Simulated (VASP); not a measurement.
# SnO2 (P4_2/mnm) in VASP: notebook, part 2 of 2

VASP 6.6.1. The steps go on from the part before.

### Step 4. Single point, PBE

This run uses another cell than the first one, of 12.58 Å³/atom.

INCAR reads:

```
SYSTEM = SnO2
ALGO = Normal
EDIFF = 1E-6
ENCUT = 520
GGA = PE
ISIF = 2
ISMEAR = -1
LASPH = .True.
LCHARG = .False.
LREAL = .False.
LWAVE = .False.
NBANDS = 35
NELM = 60
PREC = Accurate
SIGMA = 0.05
```

KPOINTS reads:

```
k-points
0
Gamma
  4 4 6
  0 0 0
```

POSCAR reads:

```
SnO2
1.0
    4.8277359286      0.0000000000      0.0000000000
    0.0000000000      4.8277359286      0.0000000000
    0.0000000000      0.0000000000      3.2376820293
Sn O
2 4
Direct
    0.0000000000      0.0000000000      0.0000000000
    0.5000000000      0.5000000000      0.5000000000
    0.3065961757      0.3065961757      0.0000000000
    0.1934038243      0.8065961757      0.5000000000
    0.6934038243      0.6934038243      0.0000000000
    0.8065961757      0.1934038243      0.5000000000
```

Potentials or basis: VASP PAW PBE potentials, release 64 (Sn_d, O).

Started as:

```
$ cat potpaw_PBE.64/Sn_d/POTCAR potpaw_PBE.64/O/POTCAR > POTCAR
$ mpirun -np 1 vasp_std > vasp.out
```

OUTCAR:

```text
SYSTEM = SnO2
   EDIFF = 1E-6
   ENCUT = 520
   GGA = PE
   ISIF = 2
   ISMEAR = -1
   LASPH = .True.
   LREAL = .False.
   NELM = 60
   PREC = Accurate

 ion  position               nearest neighbor table
   1  0.000  0.000  0.000-   4 2.09   6 2.09   4 2.09   6 2.09   5 2.09   3 2.09
   2  0.500  0.500  0.500-   3 2.09   5 2.09   3 2.09   5 2.09   4 2.09   6 2.09
   3  0.307  0.307  0.000-   2 2.09   2 2.09   1 2.09
   4  0.193  0.807  0.500-   1 2.09   1 2.09   2 2.09
   5  0.693  0.693  0.000-   2 2.09   2 2.09   1 2.09
   6  0.807  0.193  0.500-   1 2.09   1 2.09   2 2.09

  LATTYP: Found a simple tetragonal cell.
 ALAT       =     4.8277359286
 C/A-ratio  =     0.6706419069

  Lattice vectors:

 A1 = (   4.8277359286,   0.0000000000,   0.0000000000)
 A2 = (   0.0000000000,   4.8277359286,   0.0000000000)
 A3 = (   0.0000000000,   0.0000000000,   3.2376820293)

Analysis of symmetry for initial positions (statically):
=====================================================================
 Subroutine PRICEL returns:
 Original cell was already a primitive cell.

 Routine SETGRP: Setting up the symmetry group for a
 simple tetragonal supercell.

 Subroutine GETGRP returns: Found 16 space group operations
 (whereof  8 operations were pure point group operations)
 out of a pool of 16 trial point group operations.

The static configuration has the point symmetry D_2h.
 The point group associated with its full space group is D_4h.

Analysis of symmetry for dynamics (positions and initial velocities):
=====================================================================
 Subroutine PRICEL returns:
 Original cell was already a primitive cell.

 Routine SETGRP: Setting up the symmetry group for a
 simple tetragonal supercell.

 Subroutine GETGRP returns: Found 16 space group operations
 (whereof  8 operations were pure point group operations)
 out of a pool of 16 trial point group operations.

The dynamic configuration has the point symmetry D_2h.
 The point group associated with its full space group is D_4h.

 Subroutine INISYM returns: Found 16 space group operations
 (whereof  8 operations are pure point group operations),
 and found     1 'primitive' translations

----------------------------------------------------------------------------------------

                                     Primitive cell

  volume of cell :      75.4608

  direct lattice vectors                    reciprocal lattice vectors
     4.827735929  0.000000000  0.000000000     0.207136433  0.000000000  0.000000000
     0.000000000  4.827735929  0.000000000     0.000000000  0.207136433  0.000000000
     0.000000000  0.000000000  3.237682029     0.000000000  0.000000000  0.308862943

  length of vectors
     4.827735929  4.827735929  3.237682029     0.207136433  0.207136433  0.308862943

  position of ions in fractional coordinates (direct lattice)
     0.000000000  0.000000000  0.000000000
     0.500000000  0.500000000  0.500000000
     0.306596176  0.306596176  0.000000000
     0.193403824  0.806596176  0.500000000
     0.693403824  0.693403824  0.000000000
     0.806596176  0.193403824  0.500000000

  ion indices of the primitive-cell ions
   primitive index   ion index
                 1           1
                 2           2
                 3           3
                 4           4
[... 31 lines left out ...]
  0.000000  0.000000  0.000000      1.000000
  0.250000  0.000000  0.000000      4.000000
  0.500000  0.000000  0.000000      2.000000
  0.250000  0.250000  0.000000      4.000000
  0.500000  0.250000  0.000000      4.000000
  0.500000  0.500000  0.000000      1.000000
[... 16 lines left out ...]
  0.500000  0.250000  0.500000      4.000000
  0.500000  0.500000  0.500000      1.000000
   k-points           NKPTS =     24   k-points in BZ     NKDIM =     24   number of bands    NBANDS=     35
   number of dos      NEDOS =    301   number of ions     NIONS =      6
   total plane-waves  NPLWV =  31104
   dimension x,y,z NGX =    36 NGY =   36 NGZ =   24
   dimension x,y,z NGXF=    72 NGYF=   72 NGZF=   48
   ions per type =               2   4
   NGX,Y,Z   is equivalent  to a cutoff of  12.40, 12.40, 12.32 a.u.
   NGXF,Y,Z  is equivalent  to a cutoff of  24.79, 24.79, 24.65 a.u.
 SYSTEM =  SnO2
   PREC   = accura    normal or accurate (medium, high low for compatibility)
   ISTART =      0    job   : 0-new  1-cont  2-samecut
   ICHARG =      2    charge: 1-file 2-atom 10-const
   ISPIN  =      1    spin polarized calculation?
   LNONCOLLINEAR =      F non collinear calculations
   LSORBIT =      F    spin-orbit coupling
   LASPH  =      T    aspherical Exc in radial PAW
   ENCUT  =  520.0 eV  38.22 Ry    6.18 a.u.   8.98  8.98  6.02*2*pi/ulx,y,z
   NELM   =     60;   NELMIN=  2; NELMDL= -5     # of ELM steps
   EDIFF  = 0.1E-05   stopping-criterion for ELM
   LREAL  =      F    real-space projection
   EDIFFG = 0.1E-04   stopping-criterion for IOM
   NSW    =      0    number of steps for IOM
   IBRION =     -1    ionic relax: 0-MD 1-quasi-New 2-CG
   NFREE  =      0    steps in history (QN), initial steepest desc. (CG)
   ISIF   =      2    stress and relaxation
   ISYM   =      2    0-nonsym 1-usesym 2-fastsym
   POTIM  = 0.5000    time-step for ionic-motion
   TEBEG  =    0.0;   TEEND  =   0.0 temperature during run
   PSTRESS=    0.0 pullay stress
   NELECT =      52.0000    total number of electrons
   NUPDOWN=      -1.0000    fix difference up-down
   EMIN   =  10.00;   EMAX   =-10.00  energy-range for DOS
   EFERMI =   0.00;   METHOD = LEGACY
   ISMEAR =    -1;   SIGMA  =   0.05  broadening in eV -4-tet -1-fermi 0-gaus
   EFERMI_NEDOS =   21; number of points for ismear=-14 and -15
   IALGO  =     38    algorithm
   IMIX   =      4    mixing-type and parameters
     AMIX     =   0.40;   BMIX     =  1.00
     AMIX_MAG =   1.60;   BMIX_MAG =  1.00
  volume/ion in A,a.u.               =      12.58        84.87
  Fermi-wavevector in a.u.,A,eV,Ry     =   1.446002  2.732547 28.448716  2.090922
  Thomas-Fermi vector in A             =   2.564120
   LORBIT       =      0    0 simple, 1 ext, 2 COOP (PROOUT), +10 PAW based schemes
   GGA     = PE    functional components
   LHFCALC =     F    Hartree Fock is set to
   AEXX    =    0.0000 exact exchange contribution
   IVDW    =     0    specifies the selected vdW correction
   LEPSILON=     F    determine dielectric tensor
   LRPA    =     F    only Hartree local field effects (RPA)
 non-spin polarized calculation
  energy-cutoff  :      520.00
  volume of cell :       75.46
 maximum number of plane-waves:      2068
 NGX is ok and might be reduce to    36
   NGX = 17   NGY = 17   NGZ = 13

 number of electron      52.0000002 magnetization

 Free energy of the ion-electron system (eV)
  ---------------------------------------------------
  ext. energy  EPLUGINS =         0.00000000
  ---------------------------------------------------
  free energy    TOTEN  =       -37.30931907 eV

  energy without entropy =      -37.30929830  energy(sigma->0) =      -37.30930869

 E-fermi :   5.8684     XC(G=0): -10.9758

 val. band max:        5.5321099057   @ k =   0.0000   0.0000   0.0000
 cond. band min:       6.2017783948   @ k =   0.0000   0.0000   0.0000
 fundamental gap:      0.6696684890
 Fermi energy:         5.8684295882

 k-point     1 :       0.0000    0.0000    0.0000
  band No.  band energies     occupation
      1     -15.5046      2.00000
      2     -14.8409      2.00000
      3     -14.6472      2.00000
      4     -14.6199      2.00000
      5     -14.6199      2.00000
      6     -14.5540      2.00000
[... 901 lines left out ...]
     34      16.1462      0.00000
     35      18.3661      0.00000

------------------------ aborting loop because EDIFF is reached ----------------------------------------

  FORCE on cell =-STRESS in cart. coord.  units (eV):
  Direction    XX          YY          ZZ          XY          YZ          ZX
  --------------------------------------------------------------------------------------
  -------------------------------------------------------------------------------------
  Total        0.2328454      0.2328454      0.3809425      0.0000000      0.0000000      0.0000000
  in kB        4.9437557      4.9437557      8.0881424      0.0000000      0.0000000      0.0000000
  external PRESSURE =       5.9918846 kB  Pullay stress =       0.0000000 kB

 VOLUME and BASIS-vectors are now :
 -----------------------------------------------------------------------------
  energy-cutoff  :      520.00
  volume of cell :       75.46
      direct lattice vectors                 reciprocal lattice vectors
     4.827735929  0.000000000  0.000000000     0.207136433  0.000000000  0.000000000
     0.000000000  4.827735929  0.000000000     0.000000000  0.207136433  0.000000000
     0.000000000  0.000000000  3.237682029     0.000000000  0.000000000  0.308862943

 POSITION                                       TOTAL-FORCE (eV/Angst)
 -----------------------------------------------------------------------------------
      0.00000      0.00000      0.00000         0.000000     -0.000000     -0.000000
      2.41387      2.41387      1.61884         0.000000     -0.000000     -0.000000
      1.48017      1.48017      0.00000        -0.013324     -0.013324     -0.000000
      0.93370      3.89403      1.61884         0.013324     -0.013324     -0.000000
      3.34757      3.34757      0.00000         0.013324      0.013324      0.000000
      3.89403      0.93370      1.61884        -0.013324      0.013324     -0.000000
 -----------------------------------------------------------------------------------
    total drift:                                0.000000      0.000000      0.000000

  FREE ENERGIE OF THE ION-ELECTRON SYSTEM (eV)
  ---------------------------------------------------
  free  energy   TOTEN  =       -37.3093190706 eV

  energy  without entropy=      -37.3092983034  energy(sigma->0) =      -37.30930869
```

Run time: 33 s. Hardware: 1 thread of AMD EPYC 9R45 (Zen 5), shared host; peak memory 0.17 GiB.

What came out:

```yaml
Free_energy: -37.3093 eV
Pressure: 0.6 GPa
Largest_force: 0.019 eV/Å
Band_gap_on_the_k_mesh: 0.67 eV
```

Forces on the atoms (eV/Å):
```
Sn   0.000  0.000  0.000
Sn   0.000  0.000  0.000
O   -0.013 -0.013  0.000
O    0.013 -0.013  0.000
O    0.013  0.013  0.000
O   -0.013  0.013  0.000
```

Stress tensor (GPa, compression positive):
```
0.49 0.00 0.00
0.00 0.49 0.00
0.00 0.00 0.81
```

Caveat: spin-orbit coupling is left out, which moves the levels of the heavy elements. PBE gaps usually lie below the measured ones, often by a third to a half.

### Step 5. Relaxation of cell and atoms, PBE

This run uses another cell than the first one, of 11.92 Å³/atom.

INCAR reads:

```
  PREC = Accurate
  ENCUT = 600
  EDIFF = 1E-7
  ISMEAR = -1
  SIGMA = 0.05
  LREAL = F
  LASPH = T
  NELM = 100
  ALGO = Normal
  ISIF = 3
  LWAVE = F
  LCHARG = F
  GGA = PE
  IBRION = 2
  NSW = 80
  EDIFFG = -0.01
```

KPOINTS reads:

```
regular mesh
0
Gamma
  4 4 6
```

POSCAR reads:

```
SnO2
1.0
    4.7380000000      0.0000000000      0.0000000000
    0.0000000000      4.7380000000      0.0000000000
    0.0000000000      0.0000000000      3.1865000000
Sn O
2 4
Direct
    0.0000000000      0.0000000000      0.0000000000
    0.5000000000      0.5000000000      0.5000000000
    0.3071000000      0.3071000000      0.0000000000
    0.1929000000      0.8071000000      0.5000000000
    0.6929000000      0.6929000000      0.0000000000
    0.8071000000      0.1929000000      0.5000000000
```

Started as:

```
$ cat potpaw_PBE.64/Sn_d/POTCAR potpaw_PBE.64/O/POTCAR > POTCAR
$ mpirun -np 1 vasp_std > vasp.out
```

It took 3.4 min on 1 thread of AMD EPYC 9R45 (Zen 5), shared host; peak memory 0.21 GiB.

It converged, with:

```yaml
Free_energy: -37.3101 eV
Relaxed_volume: 12.61 Å³/atom
Relaxed_cell: a = 4.830 Å, b = 4.830 Å, c = 3.243 Å, α = 90.00°, β = 90.00°, γ = 90.00°
Space_group_after_relaxing_to_0.1_Å: P4_2/mnm (No. 136)
Energy_gained_by_relaxing: 23.6 meV/atom
Ionic_steps: 7
Pressure_after_relaxing: -0.1 GPa
Band_gap_on_the_k_mesh: 0.64 eV
```

Step by step:
```tsv
step	energy change (eV)	largest force (eV/Å)	pressure (GPa)	volume (Å³)
1	0.0000	0.2931	11.58	71.53
2	0.0619	0.3540	-10.36	80.83
3	-0.1397	0.0635	0.01	75.50
4	-0.1397	0.0577	0.22	75.42
5	-0.1414	0.0036	0.10	75.56
6	-0.1416	0.0190	0.05	75.62
7	-0.1416	0.0016	-0.06	75.67
```

Final structure:
```
Sn O
1.0
     4.83050    0.00000    0.00000
     0.00000    4.83050    0.00000
     0.00000    0.00000    3.24276
Sn O
2 4
Direct
  0.00000 0.00000 0.00000
  0.50000 0.50000 0.50000
  0.30656 0.30656 0.00000
  0.19344 0.80656 0.50000
  0.69344 0.69344 0.00000
  0.80656 0.19344 0.50000
```

Levels at points of the mesh, in eV from the valence-band top:
```csv
k point,band 24,band 25,band 26,band 27,band 28,band 29
"(0.00, 0.00, 0.00)",-0.74,-0.74,0.00,0.64,5.66,6.04
"(0.50, 0.00, 0.00)",-1.21,-0.60,-0.60,3.85,3.85,6.78
"(0.50, 0.50, 0.00)",-1.33,-0.85,-0.85,4.24,4.24,7.13
"(0.00, 0.00, 0.50)",-1.52,-1.18,-1.18,5.55,5.55,9.34
"(0.50, 0.00, 0.50)",-1.01,-0.75,-0.75,5.81,5.81,7.59
"(0.50, 0.50, 0.50)",-0.91,-0.78,-0.78,4.32,4.32,8.60
```

Caveat: spin-orbit coupling is left out, which moves the levels of the heavy elements.

### Step 6. Overview

| task | cell | cutoff (eV) | gap on the mesh (eV) | pressure (GPa) | largest force (eV/Å) |
| --- | --- | --- | --- | --- | --- |
| single point | a = 4.647, b = 4.647, c = 3.184 Å, 6 atoms | 520 | 1.66 | 20.8 | 0.01 |
| single point | a = 4.726, b = 4.726, c = 3.208 Å, 6 atoms | 520 | 1.19 | 10.7 | 0.01 |
| single point | a = 4.828, b = 4.828, c = 3.238 Å, 6 atoms | 520 | 0.67 | 0.6 | 0.02 |
| relaxation of cell and atoms | relaxed from a = 4.738, b = 4.738, c = 3.187 Å, 6 atoms | 600 | 0.64 | -0.1 | - |

Alike in all rows: level PBE; potentials or basis VASP PAW PBE potentials, release 64 (Sn_d, O); no spin polarisation; k mesh 4 × 4 × 6; smearing fermi-dirac 0.05 eV.

Caveats: spin-orbit coupling is left out, which moves the levels of the heavy elements; the cell stands under pressure (at least some runs).

Total energies depend on the potentials used, so only differences within one code and one set of settings carry meaning.
